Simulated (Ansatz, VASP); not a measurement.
# AlN: VASP beside Ansatz

```
CELL_PARAMETERS angstrom
3.03323 0.00000 0.00000
-1.51661 2.62685 0.00000
0.00000 0.00000 4.97800
ATOMIC_POSITIONS crystal
Al 0.33333 0.66667 0.00000
Al 0.66667 0.33333 0.50000
N 0.33333 0.66667 0.38500
N 0.66667 0.33333 0.88500
```

Change from the starting cell: strain -0.025 along x and y, +0.000 along z, atoms carried along.

Alike in both runs: task single point; functional r2SCAN; k mesh 12 × 12 × 6; occupations gaussian, width 0.05 eV; no spin polarisation.

|  | VASP | Ansatz |
| --- | --- | --- |
| version | VASP 6.6.1 | Ansatz 0.2.0 |
| potentials or method | VASP PAW PBE potentials, release 64 (Al, N), cutoff 520 eV | scalar-relativistic, plane waves, PAW |
| valence electrons in the cell | 16 | 16 |

|  | VASP | Ansatz | Ansatz less VASP |
| --- | --- | --- | --- |
| gap on the k mesh at the Fermi level (eV) | 5.38 | 5.33 | -0.044 |
| least direct gap on the mesh (eV) | 5.38 | 5.33 | -0.044 |
| pressure (GPa) | 11.4 | 11.7 | +0.34 |
| traceless stress, the component that is largest in VASP (GPa) | -9.85 | -9.72 | +0.130 |
| rms of the force components (eV/Å) | 0.304 | 0.299 | -0.0045 |

VASP's potentials were made for PBE, not for r2SCAN. Atom by atom the forces differ by 0.004 eV/Å (rms over components). The functional is the same, so the differences come from potentials, cutoffs and numerics.
